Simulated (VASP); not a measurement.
# Ca (P6_3/mmc) in VASP: further runs

Runs on Ca. Level: PBE. Tasks: single point.

Program: VASP 6.6.1. These are calculated values, not measurements. Logs are shortened: lines on timing, memory, paths and dates and some standing lists are left out, and cuts for length are marked.

### Step 1. The cell of the first run

Symmetry: P6_3/mmc, No. 194, hexagonal system. Conventional cell: a = 3.824 Å, b = 3.824 Å, c = 12.242 Å, α = 90.00°, β = 90.00°, γ = 120.00°. Within 5.0 Å of Ca (site symmetry -3m) lie 12 Ca at 3.77 to 3.82 Å. Within 5.0 Å of Ca (site symmetry -6m2) lie 12 Ca at 3.77 to 3.82 Å.

This isn't the form of Ca at room conditions, which is fcc.

### Step 2. Single point, PBE (strained)

Contents of INCAR:

```
PREC = Accurate
ENCUT = 520
EDIFF = 1E-7
ISMEAR = 0
SIGMA = 0.1
LREAL = False
LASPH = True
NELM = 100
ALGO = Fast
ISIF = 2
LWAVE = False
LCHARG = True
GGA = PE
LELF = True
LVHAR = True
NBANDS = 28
```

Contents of KPOINTS:

```
Automatic mesh
0
Gamma
  12 12 4
```

Contents of POSCAR:

```
Ca
1.0
    3.8239081573      0.0000000000      0.0000000000
   -1.9119540786      3.3116016059      0.0000000000
    0.0000000000      0.0000000000     12.2417793759
Ca
4
Direct
    0.0000000000      0.0000000000      0.0000000000
    0.3333333300      0.6666666700      0.2500000000
    0.0000000000      0.0000000000      0.5000000000
    0.6666666700      0.3333333300      0.7500000000
```

Potentials or basis: VASP PAW PBE potentials, release 64 (Ca_sv).

Launch:

```sh
$ cat potpaw_PBE.64/Ca_sv/POTCAR > POTCAR
$ mpirun -np 1 vasp_std > vasp.out
```

OUTCAR:

```text
PREC = Accurate
   ENCUT = 520
   EDIFF = 1E-7
   ISMEAR = 0
   LREAL = False
   LASPH = True
   NELM = 100
   ISIF = 2
   GGA = PE

 ion  position               nearest neighbor table
   1  0.000  0.000  0.000-
   2  0.333  0.667  0.250-
   3  0.000  0.000  0.500-
   4  0.667  0.333  0.750-

  LATTYP: Found a hexagonal cell.
 ALAT       =     3.8239081573
 C/A-ratio  =     3.2013790270

  Lattice vectors:

 A1 = (   3.8239081573,   0.0000000000,   0.0000000000)
 A2 = (  -1.9119540786,   3.3116016059,   0.0000000000)
 A3 = (   0.0000000000,   0.0000000000,  12.2417793759)

Analysis of symmetry for initial positions (statically):
=====================================================================
 Subroutine PRICEL returns:
 Original cell was already a primitive cell.

 Routine SETGRP: Setting up the symmetry group for a
 hexagonal supercell.

 Subroutine GETGRP returns: Found 24 space group operations
 (whereof 12 operations were pure point group operations)
 out of a pool of 24 trial point group operations.

The static configuration has the point symmetry D_3d.
 The point group associated with its full space group is D_6h.

Analysis of symmetry for dynamics (positions and initial velocities):
=====================================================================
 Subroutine PRICEL returns:
 Original cell was already a primitive cell.

 Routine SETGRP: Setting up the symmetry group for a
 hexagonal supercell.

 Subroutine GETGRP returns: Found 24 space group operations
 (whereof 12 operations were pure point group operations)
 out of a pool of 24 trial point group operations.

The dynamic configuration has the point symmetry D_3d.
 The point group associated with its full space group is D_6h.

 Subroutine INISYM returns: Found 24 space group operations
 (whereof 12 operations are pure point group operations),
 and found     1 'primitive' translations

----------------------------------------------------------------------------------------

                                     Primitive cell

  volume of cell :     155.0208

  direct lattice vectors                    reciprocal lattice vectors
     3.823908157  0.000000000  0.000000000     0.261512557  0.150984345  0.000000000
    -1.911954079  3.311601606  0.000000000     0.000000000  0.301968690  0.000000000
     0.000000000  0.000000000 12.241779376     0.000000000  0.000000000  0.081687471

  length of vectors
     3.823908157  3.823908157 12.241779376     0.301968690  0.301968690  0.081687471

  position of ions in fractional coordinates (direct lattice)
     0.000000000  0.000000000  0.000000000
     0.333333330  0.666666670  0.250000000
     0.000000000  0.000000000  0.500000000
     0.666666670  0.333333330  0.750000000

  ion indices of the primitive-cell ions
   primitive index   ion index
                 1           1
                 2           2
                 3           3
                 4           4

----------------------------------------------------------------------------------------

 KPOINTS: Automatic mesh

Automatic generation of k-mesh.
 Grid dimensions read from file:
 generate k-points for:   12   12    4

 Generating k-lattice:

  Cartesian coordinates                     Fractional coordinates (reciprocal lattice)
     0.021792713  0.012582029  0.000000000     0.083333333  0.000000000  0.000000000
     0.000000000  0.025164058  0.000000000     0.000000000  0.083333333  0.000000000
     0.000000000  0.000000000  0.020421868     0.000000000  0.000000000  0.250000000

  Length of vectors
     0.025164058  0.025164058  0.020421868

  Shift w.r.t. Gamma in fractional coordinates (k-lattice)
     0.000000000  0.000000000  0.000000000

 Subroutine IBZKPT returns following result:
 ===========================================

 Found     57 irreducible k-points:

 Following reciprocal coordinates:
            Coordinates               Weight
  0.000000  0.000000  0.000000      1.000000
  0.083333  0.000000  0.000000      6.000000
  0.166667  0.000000  0.000000      6.000000
  0.250000 -0.000000  0.000000      6.000000
  0.333333  0.000000  0.000000      6.000000
  0.416667  0.000000  0.000000      6.000000
[... 16 lines left out ...]
  0.250000 -0.000000  0.250000     12.000000
  0.333333  0.000000  0.250000     12.000000
 [... further k-points ...]
   k-points           NKPTS =     57   k-points in BZ     NKDIM =     57   number of bands    NBANDS=     28
   number of dos      NEDOS =    301   number of ions     NIONS =      4
   total plane-waves  NPLWV =  75264
   dimension x,y,z NGX =    28 NGY =   28 NGZ =   96
   dimension x,y,z NGXF=    56 NGYF=   56 NGZF=  192
   ions per type =               4
   NGX,Y,Z   is equivalent  to a cutoff of  12.17, 12.17, 13.04 a.u.
   NGXF,Y,Z  is equivalent  to a cutoff of  24.35, 24.35, 26.07 a.u.
 SYSTEM =  unknown system
   PREC   = accura    normal or accurate (medium, high low for compatibility)
   ISTART =      0    job   : 0-new  1-cont  2-samecut
   ICHARG =      2    charge: 1-file 2-atom 10-const
   ISPIN  =      1    spin polarized calculation?
   LNONCOLLINEAR =      F non collinear calculations
   LSORBIT =      F    spin-orbit coupling
   LASPH  =      T    aspherical Exc in radial PAW
   ENCUT  =  520.0 eV  38.22 Ry    6.18 a.u.   7.11  7.11 22.76*2*pi/ulx,y,z
   NELM   =    100;   NELMIN=  2; NELMDL= -5     # of ELM steps
   EDIFF  = 0.1E-06   stopping-criterion for ELM
   LREAL  =      F    real-space projection
   EDIFFG = 0.1E-05   stopping-criterion for IOM
   NSW    =      0    number of steps for IOM
   IBRION =     -1    ionic relax: 0-MD 1-quasi-New 2-CG
   NFREE  =      0    steps in history (QN), initial steepest desc. (CG)
   ISIF   =      2    stress and relaxation
   ISYM   =      2    0-nonsym 1-usesym 2-fastsym
   POTIM  = 0.5000    time-step for ionic-motion
   TEBEG  =    0.0;   TEEND  =   0.0 temperature during run
   PSTRESS=    0.0 pullay stress
   NELECT =      40.0000    total number of electrons
   NUPDOWN=      -1.0000    fix difference up-down
   EMIN   =  10.00;   EMAX   =-10.00  energy-range for DOS
   EFERMI =   0.00;   METHOD = LEGACY
   ISMEAR =     0;   SIGMA  =   0.10  broadening in eV -4-tet -1-fermi 0-gaus
   EFERMI_NEDOS =   21; number of points for ismear=-14 and -15
   IALGO  =     68    algorithm
   IMIX   =      4    mixing-type and parameters
     AMIX     =   0.40;   BMIX     =  1.00
     AMIX_MAG =   1.60;   BMIX_MAG =  1.00
  volume/ion in A,a.u.               =      38.76       261.53
  Fermi-wavevector in a.u.,A,eV,Ry     =   1.042233  1.969535 14.779322  1.086250
  Thomas-Fermi vector in A             =   2.176889
   LORBIT       =      0    0 simple, 1 ext, 2 COOP (PROOUT), +10 PAW based schemes
   GGA     = PE    functional components
   LHFCALC =     F    Hartree Fock is set to
   AEXX    =    0.0000 exact exchange contribution
   IVDW    =     0    specifies the selected vdW correction
   LEPSILON=     F    determine dielectric tensor
   LRPA    =     F    only Hartree local field effects (RPA)
 non-spin polarized calculation
 RMM-DIIS sequential band-by-band and
 Gauss-broadening in eV      SIGMA  =   0.10
  energy-cutoff  :      520.00
  volume of cell :      155.02
 maximum number of plane-waves:      4212
   NGX = 15   NGY = 15   NGZ = 45

 number of electron      39.9999997 magnetization

 Free energy of the ion-electron system (eV)
  ---------------------------------------------------
  ext. energy  EPLUGINS =         0.00000000
  ---------------------------------------------------
  free energy    TOTEN  =        -7.63252601 eV

  energy without entropy =       -7.60637845  energy(sigma->0) =       -7.61945223

 E-fermi :   2.3577     XC(G=0):  -8.0027

 val. band max:        2.3522117092   @ k =   0.5000  -0.0000   0.2500
 cond. band min:       2.3749864459   @ k =   0.2500   0.0833   0.0000
 fundamental gap:      0.0227747367
 Fermi energy:         2.3576957619

 k-point     1 :       0.0000    0.0000    0.0000
  band No.  band energies     occupation
      1     -39.5015      2.00000
      2     -39.4920      2.00000
      3     -39.4887      2.00000
      4     -39.4791      2.00000
      5     -20.6001      2.00000
      6     -20.5040      2.00000
[... 20 lines left out ...]
     27       4.6960      0.00000
     28       4.8691      0.00000

 k-point     2 :       0.0833    0.0000    0.0000
  band No.  band energies     occupation
      1     -39.5004      2.00000
      2     -39.4912      2.00000
      3     -39.4879      2.00000
      4     -39.4786      2.00000
      5     -20.5958      2.00000
      6     -20.5056      2.00000
[... 20 lines left out ...]
     27       4.7180      0.00000
     28       4.9413      0.00000

 k-point     3 :       0.1667    0.0000    0.0000
  band No.  band energies     occupation
      1     -39.4971      2.00000
      2     -39.4889      2.00000
      3     -39.4856      2.00000
      4     -39.4774      2.00000
      5     -20.5837      2.00000
      6     -20.5125      2.00000
[... 20 lines left out ...]
     27       4.8578      0.00000
     28       4.8859      0.00000

 k-point     4 :       0.2500   -0.0000    0.0000
  band No.  band energies     occupation
      1     -39.4926      2.00000
      2     -39.4858      2.00000
      3     -39.4825      2.00000
      4     -39.4758      2.00000
      5     -20.5665      2.00000
      6     -20.5318      2.00000
[... 20 lines left out ...]
     27       4.7495      0.00000
     28       4.8353      0.00000

 k-point     5 :       0.3333    0.0000    0.0000
  band No.  band energies     occupation
      1     -39.4876      2.00000
      2     -39.4827      2.00000
      3     -39.4794      2.00000
      4     -39.4745      2.00000
      5     -20.5623      2.00000
      6     -20.5600      2.00000
[... 20 lines left out ...]
     27       4.3598      0.00000
     28       4.6753      0.00000

 k-point     6 :       0.4167    0.0000    0.0000
  band No.  band energies     occupation
      1     -39.4836      2.00000
      2     -39.4805      2.00000
      3     -39.4772      2.00000
      4     -39.4740      2.00000
      5     -20.5827      2.00000
      6     -20.5792      2.00000
[... 463 lines left out ...]
      5     -20.5889      2.00000
      6     -20.5393      2.00000
[... 20 lines left out ...]
     27       4.7484      0.00000
     28       4.8056      0.00000

 k-point    22 :       0.1667    0.0000    0.2500
  band No.  band energies     occupation
      1     -39.4964      2.00000
      2     -39.4913      2.00000
      3     -39.4832      2.00000
      4     -39.4781      2.00000
      5     -20.5782      2.00000
      6     -20.5391      2.00000
[... 20 lines left out ...]
     27       4.8531      0.00000
     28       4.9581      0.00000

 k-point    23 :       0.2500   -0.0000    0.2500
  band No.  band energies     occupation
      1     -39.4919      2.00000
      2     -39.4877      2.00000
      3     -39.4806      2.00000
      4     -39.4764      2.00000
      5     -20.5641      2.00000
      6     -20.5447      2.00000
[... 20 lines left out ...]
     27       4.6528      0.00000
     28       4.7542      0.00000

 k-point    24 :       0.3333    0.0000    0.2500
  band No.  band energies     occupation
      1     -39.4872      2.00000
      2     -39.4840      2.00000
      3     -39.4781      2.00000
      4     -39.4750      2.00000
      5     -20.5647      2.00000
      6     -20.5517      2.00000
[... 20 lines left out ...]
     27       4.3648      0.00000
     28       4.7136      0.00000

 [... further k-points ...]

------------------------ aborting loop because EDIFF is reached ----------------------------------------

  FORCE on cell =-STRESS in cart. coord.  units (eV):
  Direction    XX          YY          ZZ          XY          YZ          ZX
  --------------------------------------------------------------------------------------
  -------------------------------------------------------------------------------------
  Total        1.3858681      1.3858681      2.3628775      0.0000000     -0.0000000      0.0000000
  in kB       14.3232774     14.3232774     24.4209024      0.0000000     -0.0000000      0.0000000
  external PRESSURE =      17.6891524 kB  Pullay stress =       0.0000000 kB

 VOLUME and BASIS-vectors are now :
 -----------------------------------------------------------------------------
  energy-cutoff  :      520.00
  volume of cell :      155.02
      direct lattice vectors                 reciprocal lattice vectors
     3.823908157  0.000000000  0.000000000     0.261512557  0.150984345  0.000000000
    -1.911954079  3.311601606  0.000000000     0.000000000  0.301968690  0.000000000
     0.000000000  0.000000000 12.241779376     0.000000000  0.000000000  0.081687471

 POSITION                                       TOTAL-FORCE (eV/Angst)
 -----------------------------------------------------------------------------------
      0.00000      0.00000      0.00000        -0.000000      0.000000     -0.000000
     -0.00000      2.20773      3.06044         0.000000     -0.000000      0.000000
      0.00000      0.00000      6.12089         0.000000      0.000000     -0.000000
      1.91195      1.10387      9.18133        -0.000000      0.000000     -0.000000
 -----------------------------------------------------------------------------------
    total drift:                                0.000000      0.000000      0.000000

  FREE ENERGIE OF THE ION-ELECTRON SYSTEM (eV)
  ---------------------------------------------------
  free  energy   TOTEN  =        -7.6325260140 eV

  energy  without entropy=       -7.6063784519  energy(sigma->0) =       -7.61945223
```

It took 6.5 min on 1 thread of Oxide Virtual Turin-like, shared host; peak memory 0.33 GiB.

What came out:

```
Free energy            : -7.6325 eV
Pressure               : 1.8 GPa
Band gap on the k mesh : zero (bands 20 and 21 overlap by 0.29 eV)
```

Stress tensor (GPa, compression positive):
```
1.43 0.00 0.00
0.00 1.43 0.00
0.00 0.00 2.44
```

Caveat: the cell differs from its parent crystal (strained).

### Step 3. Single point, PBE (strained)

INCAR, as its differences from that of step 2:

```diff
@@ -2,3 +2,3 @@
 ENCUT = 520
-EDIFF = 1E-7
+EDIFF = 1E-6
 ISMEAR = 0
```

KPOINTS is that of step 2.

Contents of POSCAR:

```
Ca
1.0
    3.9827644063      0.0000000000      0.0000000000
   -1.9913822031      3.4491751531      0.0000000000
    0.0000000000      0.0000000000     11.7931513584
Ca
4
Direct
    0.0000000000      0.0000000000      0.0000000000
    0.3333333300      0.6666666700      0.2500000000
    0.0000000000      0.0000000000      0.5000000000
    0.6666666700      0.3333333300      0.7500000000
```

Potentials or basis: VASP PAW PBE potentials, release 64 (Ca_sv).

Launch:

```sh
$ cat potpaw_PBE.64/Ca_sv/POTCAR > POTCAR
$ mpirun -np 1 vasp_std > vasp.out
```

OUTCAR:

```text
PREC = Accurate
   ENCUT = 520
   EDIFF = 1E-6
   ISMEAR = 0
   LREAL = False
   LASPH = True
   NELM = 100
   ISIF = 2
   GGA = PE

 ion  position               nearest neighbor table
   1  0.000  0.000  0.000-
   2  0.333  0.667  0.250-
   3  0.000  0.000  0.500-
   4  0.667  0.333  0.750-

  LATTYP: Found a hexagonal cell.
 ALAT       =     3.9827644063
 C/A-ratio  =     2.9610466890
[... 943 lines left out ...]

  FORCE on cell =-STRESS in cart. coord.  units (eV):
  Direction    XX          YY          ZZ          XY          YZ          ZX
  --------------------------------------------------------------------------------------
  -------------------------------------------------------------------------------------
  Total       -0.0978884     -0.0978884      2.9706967     -0.0000000      0.0000000      0.0000000
  in kB       -0.9680814     -0.9680814     29.3791451     -0.0000000      0.0000000      0.0000000
  external PRESSURE =       9.1476607 kB  Pullay stress =       0.0000000 kB

 VOLUME and BASIS-vectors are now :
 -----------------------------------------------------------------------------
  energy-cutoff  :      520.00
  volume of cell :      162.01
      direct lattice vectors                 reciprocal lattice vectors
     3.982764406  0.000000000  0.000000000     0.251081886  0.144962195  0.000000000
    -1.991382203  3.449175153  0.000000000     0.000000000  0.289924389  0.000000000
     0.000000000  0.000000000 11.793151358     0.000000000  0.000000000  0.084794977

 POSITION                                       TOTAL-FORCE (eV/Angst)
 -----------------------------------------------------------------------------------
      0.00000      0.00000      0.00000         0.000000      0.000000      0.000000
     -0.00000      2.29945      2.94829        -0.000000     -0.000000      0.000000
      0.00000      0.00000      5.89658         0.000000      0.000000      0.000000
      1.99138      1.14973      8.84486         0.000000      0.000000     -0.000000
 -----------------------------------------------------------------------------------
    total drift:                                0.000000     -0.000000      0.000000

  FREE ENERGIE OF THE ION-ELECTRON SYSTEM (eV)
  ---------------------------------------------------
  free  energy   TOTEN  =        -7.5889383698 eV

  energy  without entropy=       -7.5603271131  energy(sigma->0) =       -7.57463274
```

Run time: 6.7 min. Hardware: 1 thread of Oxide Virtual Turin-like, shared host; peak memory 0.35 GiB.

What came out:

```
Free energy            : -7.5889 eV
Pressure               : 0.9 GPa
Band gap on the k mesh : zero (bands 20 and 21 overlap by 0.45 eV)
```

Caveat: the cell differs from its parent crystal (strained).

### Step 4. Single point, PBE (strained)

Contents of INCAR:

```
SYSTEM = Ca
PREC     = Accurate       ! precision mode
ENCUT    = 520            ! plane-wave cutoff, eV
EDIFF    = 1E-6           ! SCF threshold, eV
ISMEAR   = 0              ! smearing method
SIGMA    = 0.1            ! smearing width, eV
LREAL    = .False.        ! projectors in reciprocal space
LASPH    = .True.         ! aspherical terms in the spheres
NELM     = 80             ! most SCF steps
ALGO     = Fast           ! electronic algorithm
ISIF     = 2              ! what is computed and relaxed
LWAVE    = .False.        ! write WAVECAR
LCHARG   = .False.        ! write CHGCAR
GGA      = PE             ! functional
NBANDS   = 28             ! bands
```

Contents of KPOINTS:

```
Automatic mesh
0
Gamma
  12 12 4
  0 0 0
```

Contents of POSCAR:

```
Ca
1.0
    3.9222929692      0.0000000000      0.0000000000
   -1.9611464845      3.3968053524      0.0000000000
    0.0000000000      0.0000000000     13.1408371297
Ca
4
Direct
    0.0000000000      0.0000000000      0.0000000000
    0.3333333300      0.6666666700      0.2500000000
    0.0000000000      0.0000000000      0.5000000000
    0.6666666700      0.3333333300      0.7500000000
```

Launch:

```sh
$ cat potpaw_PBE.64/Ca_sv/POTCAR > POTCAR
$ mpirun -np 1 vasp_std > vasp.out
```

Wall time 6.9 min (1 thread of Oxide Virtual Turin-like, shared host); peak memory 0.37 GiB.

Results (log left out):

```
Free energy            : -7.7021 eV
Pressure               : -0.6 GPa
Band gap on the k mesh : zero (bands 20 and 21 overlap by 0.56 eV)
```

Stress tensor (GPa, compression positive):
```
-0.35  0.00  0.00
 0.00 -0.35  0.00
 0.00  0.00 -1.00
```

Levels at points of the mesh, in eV from the Fermi level:
| k point | band 17 | band 18 | band 19 | band 20 | band 21 | band 22 | band 23 | band 24 |
| --- | --- | --- | --- | --- | --- | --- | --- | --- |
| (0.00, 0.00, 0.00) | -4.00 | -3.05 | -3.05 | -1.10 | -0.32 | 1.28 | 1.29 | 2.14 |
| (0.50, 0.00, 0.00) | -1.04 | -0.81 | -0.66 | -0.55 | -0.03 | 0.06 | 0.43 | 0.46 |
| (0.00, 0.00, 0.50) | -3.75 | -3.75 | -2.00 | -2.00 | 0.45 | 0.45 | 1.90 | 1.90 |
| (0.50, 0.00, 0.50) | -0.94 | -0.94 | -0.62 | -0.62 | 0.06 | 0.06 | 0.45 | 0.45 |

Caveat: the cell differs from its parent crystal (strained).

### Step 5. Overview

| cell | further INCAR settings | gap on the mesh (eV) | pressure (GPa) |
| --- | --- | --- | --- |
| a = 3.824, b = 3.824, c = 12.242 Å, angles 90.0, 90.0, 120.0°, 4 atoms | ALGO = Fast; EDIFF = 1e-07; NBANDS = 28 | none | 1.8 |
| a = 3.983, b = 3.983, c = 11.793 Å, angles 90.0, 90.0, 120.0°, 4 atoms | ALGO = Fast; EDIFF = 1e-06; NBANDS = 28 | none | 0.9 |
| a = 3.922, b = 3.922, c = 13.141 Å, angles 90.0, 90.0, 120.0°, 4 atoms | ALGO = Fast; EDIFF = 1e-06; NBANDS = 28 | none | -0.6 |

Alike in all rows: task single point; level PBE; potentials or basis VASP PAW PBE potentials, release 64 (Ca_sv); no spin polarisation; k mesh 12 × 12 × 4; cutoff (eV) 520; smearing gaussian 0.1 eV.

Absolute energies hang on the potentials; compare differences alone.

The gap in the log of VASP goes by the Fermi energy; the results here count the filled bands.